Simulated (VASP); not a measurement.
# TiSi2 (Fddd) in VASP: single point with PBEsol

Aim: the single point of TiSi2 with PBEsol.

All numbers are computed with VASP 6.6.1; they aren't measurements. Logs are shortened: lines on timing, memory, paths and dates and some standing lists are left out, and cuts for length are marked.

## 1. The cell of the first run

Symmetry: Fddd, No. 70, orthorhombic system. The conventional cell has a = 4.868 Å, b = 8.401 Å, c = 8.523 Å, α = 90.00°, β = 90.00°, γ = 90.00°. Within 3.4 Å of Ti (site symmetry 222) lie 10 Si at 2.55 to 2.81 Å and 4 Ti at 3.23 Å. Within 3.4 Å of Si (site symmetry 2) lie 5 Ti at 2.55 to 2.81 Å and 9 Si at 2.55 to 3.23 Å.

## 2. Single point, PBEsol (equal xx and yy strain of +2 %)

INCAR reads:

```
SYSTEM = TiSi2
ALGO = Normal ; EDIFF = 1E-6
ENCUT = 500 ; GGA = PS
GGA_COMPAT = .FALSE. ; ISIF = 2
ISMEAR = -1 ; LASPH = .TRUE.
LCHARG = .FALSE. ; LREAL = .FALSE.
LWAVE = .FALSE. ; NBANDS = 29
NELM = 120 ; PREC = Accurate
SIGMA = 0.08
```

KPOINTS reads:

```
k-points
0
G
  8 8 8
  0 0 0
```

POSCAR reads:

```
TiSi2
1.0
    0.0000000000      4.2003600000      4.2615000000
    2.4342300000      0.0000000000      4.2615000000
    2.4342300000      4.2003600000      0.0000000000
Ti Si
2 4
Direct
    0.7500000000      0.7500000000      0.7500000000
    0.5000000000      0.5000000000      0.5000000000
    0.0830000000      0.4170000000      0.0830000000
    0.4170000000      0.0830000000      0.4170000000
    0.1670000000      0.8330000000      0.1670000000
    0.8330000000      0.1670000000      0.8330000000
```

Potentials or basis: VASP PAW PBE potentials, release 64 (Ti_sv, Si).

The run is started by

```
cat potpaw_PBE.64/Ti_sv/POTCAR potpaw_PBE.64/Si/POTCAR > POTCAR
mpirun -np 1 vasp_std > vasp.out
```

OUTCAR:

```text
SYSTEM = TiSi2
   EDIFF = 1E-6
   ENCUT = 500
   GGA = PS
   ISIF = 2
   ISMEAR = -1
   LASPH = .TRUE.
   LREAL = .FALSE.
   NELM = 120
   PREC = Accurate

 ion  position               nearest neighbor table
   1  0.750  0.750  0.750-   6 2.55   5 2.55   6 2.55   5 2.55   3 2.80   4 2.80   4 2.81   4 2.81
                             3 2.81   3 2.81
   2  0.500  0.500  0.500-   3 2.55   4 2.55   3 2.55   4 2.55   5 2.80   6 2.80   5 2.81   5 2.81
                             6 2.81   6 2.81
   3  0.083  0.417  0.083-   2 2.55   2 2.55   5 2.55   5 2.55   1 2.80   4 2.81   4 2.81   4 2.81
                             1 2.81   1 2.81
   4  0.417  0.083  0.417-   2 2.55   2 2.55   6 2.55   6 2.55   1 2.80   3 2.81   3 2.81   3 2.81
                             1 2.81   1 2.81
   5  0.167  0.833  0.167-   1 2.55   1 2.55   3 2.55   3 2.55   2 2.80   6 2.81   6 2.81   6 2.81
                             2 2.81   2 2.81
   6  0.833  0.167  0.833-   1 2.55   1 2.55   4 2.55   4 2.55   2 2.80   5 2.81   5 2.81   5 2.81
                             2 2.81   2 2.81

  LATTYP: Found a face centered orthorhombic cell.
 ALAT       =     4.8684600000
 B/A-ratio  =     1.7255394930
 C/A-ratio  =     1.7506562650

  Lattice vectors:

 A1 = (   0.0000000000,   4.2003600000,   4.2615000000)
 A2 = (   2.4342300000,   0.0000000000,   4.2615000000)
 A3 = (   2.4342300000,   4.2003600000,   0.0000000000)

Analysis of symmetry for initial positions (statically):
=====================================================================
 Subroutine PRICEL returns:
 Original cell was already a primitive cell.

 Routine SETGRP: Setting up the symmetry group for a
 face centered orthorhombic supercell.

 Subroutine GETGRP returns: Found  8 space group operations
 (whereof  4 operations were pure point group operations)
 out of a pool of  8 trial point group operations.

The static configuration has the point symmetry D_2 .
 The point group associated with its full space group is D_2h.

Analysis of symmetry for dynamics (positions and initial velocities):
=====================================================================
 Subroutine PRICEL returns:
 Original cell was already a primitive cell.

 Routine SETGRP: Setting up the symmetry group for a
 face centered orthorhombic supercell.

 Subroutine GETGRP returns: Found  8 space group operations
 (whereof  4 operations were pure point group operations)
 out of a pool of  8 trial point group operations.

The dynamic configuration has the point symmetry D_2 .
 The point group associated with its full space group is D_2h.

 Subroutine INISYM returns: Found  8 space group operations
 (whereof  4 operations are pure point group operations),
 and found     1 'primitive' translations

----------------------------------------------------------------------------------------

                                     Primitive cell

  volume of cell :      87.1446

  direct lattice vectors                    reciprocal lattice vectors
     0.000000000  4.200360000  4.261500000    -0.205403762  0.119037416  0.117329579
     2.434230000  0.000000000  4.261500000     0.205403762 -0.119037416  0.117329579
     2.434230000  4.200360000  0.000000000     0.205403762  0.119037416 -0.117329579

  length of vectors
     5.983594771  4.907734502  4.854739934     0.264814731  0.264814731  0.264814731

  position of ions in fractional coordinates (direct lattice)
     0.750000000  0.750000000  0.750000000
     0.500000000  0.500000000  0.500000000
     0.083000000  0.417000000  0.083000000
     0.417000000  0.083000000  0.417000000
     0.167000000  0.833000000  0.167000000
     0.833000000  0.167000000  0.833000000

  ion indices of the primitive-cell ions
   primitive index   ion index
                 1           1
                 2           2
                 3           3
                 4           4
                 5           5
                 6           6

----------------------------------------------------------------------------------------

 KPOINTS: k-points

Automatic generation of k-mesh.
 Grid dimensions read from file:
 generate k-points for:    8    8    8

 Generating k-lattice:

  Cartesian coordinates                     Fractional coordinates (reciprocal lattice)
    -0.025675470  0.014879677  0.014666197     0.125000000 -0.000000000  0.000000000
     0.025675470 -0.014879677  0.014666197    -0.000000000  0.125000000  0.000000000
     0.025675470  0.014879677 -0.014666197     0.000000000  0.000000000  0.125000000

  Length of vectors
     0.033101841  0.033101841  0.033101841

  Shift w.r.t. Gamma in fractional coordinates (k-lattice)
     0.000000000  0.000000000  0.000000000

 Subroutine IBZKPT returns following result:
 ===========================================

 Found     95 irreducible k-points:

 Following reciprocal coordinates:
            Coordinates               Weight
  0.000000  0.000000  0.000000      1.000000
  0.125000  0.000000  0.000000      8.000000
  0.250000  0.000000  0.000000      8.000000
  0.375000  0.000000  0.000000      8.000000
  0.500000  0.000000  0.000000      4.000000
  0.125000  0.125000  0.000000      2.000000
[... 16 lines left out ...]
  0.250000  0.000000  0.125000      8.000000
  0.375000 -0.000000  0.125000      8.000000
 [... further k-points ...]
   k-points           NKPTS =     95   k-points in BZ     NKDIM =     95   number of bands    NBANDS=     29
   number of dos      NEDOS =    301   number of ions     NIONS =      6
   total plane-waves  NPLWV =  62208
   dimension x,y,z NGX =    48 NGY =   36 NGZ =   36
   dimension x,y,z NGXF=    96 NGYF=   72 NGZF=   72
   ions per type =               2   4
   NGX,Y,Z   is equivalent  to a cutoff of  13.34, 12.19, 12.33 a.u.
   NGXF,Y,Z  is equivalent  to a cutoff of  26.67, 24.39, 24.66 a.u.
 SYSTEM =  TiSi2
   PREC   = accura    normal or accurate (medium, high low for compatibility)
   ISTART =      0    job   : 0-new  1-cont  2-samecut
   ICHARG =      2    charge: 1-file 2-atom 10-const
   ISPIN  =      1    spin polarized calculation?
   LNONCOLLINEAR =      F non collinear calculations
   LSORBIT =      F    spin-orbit coupling
   LASPH  =      T    aspherical Exc in radial PAW
   ENCUT  =  500.0 eV  36.75 Ry    6.06 a.u.  10.91  8.95  8.85*2*pi/ulx,y,z
   NELM   =    120;   NELMIN=  2; NELMDL= -5     # of ELM steps
   EDIFF  = 0.1E-05   stopping-criterion for ELM
   LREAL  =      F    real-space projection
   EDIFFG = 0.1E-04   stopping-criterion for IOM
   NSW    =      0    number of steps for IOM
   IBRION =     -1    ionic relax: 0-MD 1-quasi-New 2-CG
   NFREE  =      0    steps in history (QN), initial steepest desc. (CG)
   ISIF   =      2    stress and relaxation
   ISYM   =      2    0-nonsym 1-usesym 2-fastsym
   POTIM  = 0.5000    time-step for ionic-motion
   TEBEG  =    0.0;   TEEND  =   0.0 temperature during run
   PSTRESS=    0.0 pullay stress
   NELECT =      40.0000    total number of electrons
   NUPDOWN=      -1.0000    fix difference up-down
   EMIN   =  10.00;   EMAX   =-10.00  energy-range for DOS
   EFERMI =   0.00;   METHOD = LEGACY
   ISMEAR =    -1;   SIGMA  =   0.08  broadening in eV -4-tet -1-fermi 0-gaus
   EFERMI_NEDOS =   21; number of points for ismear=-14 and -15
   IALGO  =     38    algorithm
   IMIX   =      4    mixing-type and parameters
     AMIX     =   0.40;   BMIX     =  1.00
     AMIX_MAG =   1.60;   BMIX_MAG =  1.00
  volume/ion in A,a.u.               =      14.52        98.01
  Fermi-wavevector in a.u.,A,eV,Ry     =   1.262839  2.386420 21.698056  1.594762
  Thomas-Fermi vector in A             =   2.396227
   LORBIT       =      0    0 simple, 1 ext, 2 COOP (PROOUT), +10 PAW based schemes
   GGA     = PS    functional components
   LHFCALC =     F    Hartree Fock is set to
   AEXX    =    0.0000 exact exchange contribution
   IVDW    =     0    specifies the selected vdW correction
   LEPSILON=     F    determine dielectric tensor
   LRPA    =     F    only Hartree local field effects (RPA)
 non-spin polarized calculation
  energy-cutoff  :      500.00
  volume of cell :       87.14
 maximum number of plane-waves:      2240
 NGX is ok and might be reduce to    48
   NGX = 21   NGY = 17   NGZ = 17

 number of electron      39.9999996 magnetization

 Free energy of the ion-electron system (eV)
  ---------------------------------------------------
  ext. energy  EPLUGINS =         0.00000000
  ---------------------------------------------------
  free energy    TOTEN  =       -43.59206192 eV

  energy without entropy =      -43.54777665  energy(sigma->0) =      -43.56991928

 E-fermi :   9.6387     XC(G=0): -11.6513

 val. band max:        9.6384988953   @ k =  -0.2500  -0.0000   0.2500
 cond. band min:       9.6440182942   @ k =  -0.2500   0.2500  -0.0000
 fundamental gap:      0.0055193989
 Fermi energy:         9.6386966515

 k-point     1 :       0.0000    0.0000    0.0000
  band No.  band energies     occupation
      1     -46.4796      2.00000
      2     -46.4544      2.00000
      3     -22.9472      2.00000
      4     -22.9333      2.00000
      5     -22.8735      2.00000
      6     -22.8593      2.00000
[... 21 lines left out ...]
     28      13.2280      0.00000
     29      13.3670      0.00000

 k-point     2 :       0.1250    0.0000    0.0000
  band No.  band energies     occupation
      1     -46.4788      2.00000
      2     -46.4551      2.00000
      3     -22.9467      2.00000
      4     -22.9329      2.00000
      5     -22.8765      2.00000
      6     -22.8590      2.00000
[... 21 lines left out ...]
     28      13.2799      0.00000
     29      13.4076      0.00000

 k-point     3 :       0.2500    0.0000    0.0000
  band No.  band energies     occupation
      1     -46.4768      2.00000
      2     -46.4570      2.00000
      3     -22.9475      2.00000
      4     -22.9298      2.00000
      5     -22.8849      2.00000
      6     -22.8574      2.00000
[... 638 lines left out ...]
      5     -22.8851      2.00000
      6     -22.8541      2.00000
[... 21 lines left out ...]
     28      13.2866      0.00000
     29      13.6057      0.00000

 k-point    24 :       0.3750   -0.0000    0.1250
  band No.  band energies     occupation
      1     -46.4746      2.00000
      2     -46.4592      2.00000
      3     -22.9454      2.00000
      4     -22.9204      2.00000
      5     -22.8971      2.00000
      6     -22.8526      2.00000
[... 21 lines left out ...]
     28      13.5072      0.00000
     29      13.6936      0.00000

 [... further k-points ...]

------------------------ aborting loop because EDIFF is reached ----------------------------------------

  FORCE on cell =-STRESS in cart. coord.  units (eV):
  Direction    XX          YY          ZZ          XY          YZ          ZX
  --------------------------------------------------------------------------------------
  -------------------------------------------------------------------------------------
  Total       -3.9741856     -4.4418855     -1.9340574      0.0000000      0.0000000      0.0000000
  in kB      -73.0664675    -81.6652556    -35.5581641      0.0000000      0.0000000      0.0000000
  external PRESSURE =     -63.4299624 kB  Pullay stress =       0.0000000 kB

 VOLUME and BASIS-vectors are now :
 -----------------------------------------------------------------------------
  energy-cutoff  :      500.00
  volume of cell :       87.14
      direct lattice vectors                 reciprocal lattice vectors
     0.000000000  4.200360000  4.261500000    -0.205403762  0.119037416  0.117329579
     2.434230000  0.000000000  4.261500000     0.205403762 -0.119037416  0.117329579
     2.434230000  4.200360000  0.000000000     0.205403762  0.119037416 -0.117329579

 POSITION                                       TOTAL-FORCE (eV/Angst)
 -----------------------------------------------------------------------------------
      3.65135      6.30054      6.39225         0.000000     -0.000000      0.000000
      2.43423      4.20036      4.26150        -0.000000     -0.000000     -0.000000
      1.21711      0.69726      2.13075        -0.000000      0.132946      0.000000
      1.21711      3.50310      2.13075        -0.000000     -0.132946      0.000000
      2.43423      1.40292      4.26150         0.000000     -0.132946     -0.000000
      2.43423      6.99780      4.26150         0.000000      0.132946     -0.000000
 -----------------------------------------------------------------------------------
    total drift:                               -0.000000     -0.000000      0.000000

  FREE ENERGIE OF THE ION-ELECTRON SYSTEM (eV)
  ---------------------------------------------------
  free  energy   TOTEN  =       -43.5920619167 eV

  energy  without entropy=      -43.5477766500  energy(sigma->0) =      -43.56991928
```

Run time: 7.5 min. Hardware: 1 thread of Intel Xeon 8259CL, shared host; peak memory 0.35 GiB.

Results:

- Free energy: -43.5921 eV
- Pressure: -6.3 GPa
- Largest force: 0.133 eV/Å
- Band gap on the k mesh: zero (bands 20 and 21 overlap by 1.77 eV)

Forces in eV/Å, atoms in the order of the input:
```
Ti   0.000  0.000  0.000
Ti   0.000  0.000  0.000
Si   0.000  0.133  0.000
Si   0.000 -0.133  0.000
Si   0.000 -0.133  0.000
Si   0.000  0.133  0.000
```

Caveat: the cell differs from its parent crystal (equal xx and yy strain of +2 %); the cell stands under tension; the PAW data sets were made with another functional, which shifts forces and pressure a little.
